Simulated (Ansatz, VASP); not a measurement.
# One calculation of Se, two programs

```
Se
1.0
     5.36130    3.09535    1.51235
    -5.36130    3.09535    1.51235
     0.00000   -6.19069    1.51235
Se
6
Cartesian
  0.7281 -4.1777 2.0878
  3.2540 2.7194 2.0878
  -3.9821 1.4583 2.0878
  -0.7281 4.1777 2.4493
  -3.2540 -2.7194 2.4493
  3.9821 -1.4583 2.4493
```

Alike in both runs: functional PBEsol; k mesh 4 × 4 × 4; occupations fermi-dirac, width 0.05 eV; no spin polarisation.

Ansatz relaxed the structure, and its values are those at the end. VASP's run is a single point on that final structure, the one shown.

```csv
,VASP,Ansatz
version,VASP 6.6.1,Ansatz 0.2.0
potentials or method,"VASP PAW PBE potentials, release 64 (Se), cutoff 520 eV","plane waves (420 eV) with PAW, scalar-relativistic"
valence electrons in the cell,36,96
```

|  | VASP | Ansatz | Ansatz less VASP |
| --- | --- | --- | --- |
| pressure (GPa) | 0.2 | 0.0 | -0.16 |
| rms of the force components (eV/Å) | 0.015 | 0.005 | -0.0104 |

VASP's potentials were made for PBE, not for PBEsol, and Ansatz warns of the same on its side. VASP's potentials hold 36 valence electrons a cell and Ansatz's 96, so a difference there can come from the potentials and not from the codes.
